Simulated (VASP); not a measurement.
RuCl2:

```
Ru Cl
1.0
     3.63546    0.00000    0.00000
    -1.81773    3.14840    0.00000
     0.00000    0.00000    6.65134
Ru Cl
1 2
Direct
  0.00000 0.00000 0.00000
  0.33333 0.66667 0.18531
  0.66667 0.33333 0.81469
```

```yaml
Program: VASP 6.6.1
Task: relaxation of shape and atoms at fixed volume
Functional: PBE
Potentials_or_basis: VASP PAW PBE potentials, release 64 (Ru_pv, Cl)
Cutoff: 600 eV
k_mesh: 12 × 12 × 6
Occupations: gaussian, width 0.05 eV
Spin: no spin polarisation
```

At the start: pressure -2.0 GPa; volume 25.38 Å³/atom.

Task: Where does the relaxation end?

Result: Over 7 steps the energy falls by 4.2 meV/atom; space group P-3m1 (No. 164, to 0.1 Å) before and after.

The path:
| step | energy change (eV) | largest force (eV/Å) | pressure (GPa) | volume (Å³) |
| --- | --- | --- | --- | --- |
| 1 | 0.0000 | 0.2435 | -1.97 | 76.13 |
| 2 | -0.0065 | 0.1564 | -1.40 | 76.13 |
| 3 | -0.0120 | 0.0589 | -0.06 | 76.13 |
| 4 | -0.0121 | 0.0409 | -0.20 | 76.13 |
| 5 | -0.0121 | 0.0346 | -0.23 | 76.13 |
| 6 | -0.0126 | 0.0100 | -0.17 | 76.13 |
| 7 | -0.0127 | 0.0075 | -0.14 | 76.13 |

Final structure:
```
CELL_PARAMETERS angstrom
3.59973 0.00000 0.00000
-1.79987 3.11746 0.00000
0.00000 0.00000 6.78403
ATOMIC_POSITIONS crystal
Ru 0.00000 0.00000 0.00000
Cl 0.33333 0.66667 0.18033
Cl 0.66667 0.33333 0.81967
```

Caveat: this functional lacks dispersion, which binds layers or chains, so the pressure and a relaxed spacing across them are unreliable.
